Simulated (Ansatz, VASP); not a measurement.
Two plane-wave programs on AlN

File INCAR:

```
SYSTEM = AlN
ALGO = Normal
EDIFF = 1E-6
ENCUT = 1330
GGA = CA
GGA_COMPAT = .False.
ISIF = 2
ISMEAR = 0
LASPH = .True.
LCHARG = .False.
LREAL = .False.
LWAVE = .False.
NBANDS = 11
NELM = 120
PREC = Accurate
SIGMA = 0.05
```

File KPOINTS:

```
k-points
0
Gamma
  10 10 10
  0 0 0
```

POSCAR

```
AlN
1.0
    0.0000000000      2.1839935596      2.1839935596
    2.1839935596      0.0000000000      2.1839935596
    2.1839935596      2.1839935596      0.0000000000
Al N
1 1
Direct
   -0.0396532948     -0.0396532948     -0.0396532948
    0.7500000000      0.7500000000      0.7500000000
```

Input for Ansatz:

```yaml
crystal:
  lattice:
    - [0.0, 2.1839935596, 2.1839935596]
    - [2.1839935596, 0.0, 2.1839935596]
    - [2.1839935596, 2.1839935596, 0.0]
  atoms:
    - { symbol: Al, position: [-0.0396532948, -0.0396532948, -0.0396532948] }
    - { symbol: "N", position: [0.75, 0.75, 0.75] }
basis:
  ecutwfc: 420
kpoints:
  mp_grid: { grid: [10, 10, 10] }
hamiltonian:
  xc: lda
scf:
  occupations: { method: gaussian, width: 0.05 }
output:
  forces: true
  stress: true
  eigenvalues: true
```

Change from the starting cell: all Al atoms moved +0.300 Å, as atom 1 towards its neighbour atom 2 (N) at 1.891 Å.

Alike in both runs: task single point; functional LDA; k mesh 10 × 10 × 10; occupations gaussian, width 0.05 eV; no spin polarisation.

```csv
,VASP,Ansatz
version,VASP 6.6.1,Ansatz 0.2.0
potentials or method,"VASP PAW LDA potentials, release 64 (Al, N_h), cutoff 1330 eV","scalar-relativistic, plane waves, PAW"
valence electrons in the cell,8,8
```

Ansatz gave:

* gap on the k mesh at the Fermi level (eV): 2.90
* least direct gap on the mesh (eV): 3.73
* pressure (GPa): 13.8
* traceless stress, the component that is largest in VASP (GPa): 25.32
* rms of the force components (eV/Å): 5.137

Q: Estimate VASP's values.

A: gap on the k mesh at the Fermi level (eV): 2.88; least direct gap on the mesh (eV): 3.74; pressure (GPa): 14.7; traceless stress, the component that is largest in VASP (GPa): 26.11; rms of the force components (eV/Å): 5.238.

LDA's correlation is that of Perdew and Zunger in VASP and of Perdew and Wang (1992) in Ansatz. Atom by atom the forces differ by 0.100 eV/Å (rms over components).
